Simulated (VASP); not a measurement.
A run of VASP 6.6.1:

Contents of POSCAR:

```
Ir
1.0
    0.0000000000      1.9221147240      1.9221147240
    1.9221147240      0.0000000000      1.9221147240
    1.9221147240      1.9221147240      0.0000000000
Ir
1
Direct
    0.0000000000      0.0000000000      0.0000000000
```

File INCAR.step1:

```
SYSTEM = Ir
ALGO = Normal
EDIFF = 1E-4
ENCUT = 520
GGA = PE
ISMEAR = 0
LASPH = .TRUE.
LCHARG = .FALSE.
LREAL = .FALSE.
LWAVE = .TRUE.
NBANDS = 10
NELM = 100
PREC = Accurate
SIGMA = 0.1
```

INCAR.step2

```
SYSTEM = Ir
ALGO = Normal
EDIFF = 1E-6
ENCUT = 520
ISIF = 2
ISMEAR = 0
ISTART = 1
LASPH = .TRUE.
LCHARG = .FALSE.
LMIXTAU = .TRUE.
LREAL = .FALSE.
LWAVE = .FALSE.
METAGGA = R2SCAN
NBANDS = 10
NELM = 100
PREC = Accurate
SIGMA = 0.1
```

KPOINTS

```
k-points
0
G
  18 18 18
  0 0 0
```

Potentials or basis: VASP PAW PBE potentials, release 64 (Ir).

Launch:

```console
$ cat potpaw_PBE.64/Ir/POTCAR > POTCAR
$ cp INCAR.step1 INCAR
$ mpirun -np 1 vasp_std > vasp.out
$ cp INCAR.step2 INCAR
$ mpirun -np 1 vasp_std > vasp.out
```

Hardware: 1 thread of Intel(R) Xeon(R) 6975P-C (Granite Rapids), on a shared host.

Task: How long does it take, and how much memory?

Result: Run time: 35 s on 1 thread of Intel(R) Xeon(R) 6975P-C (Granite Rapids), on a shared host, peak memory 0.15 GiB. Counts: k points 195.
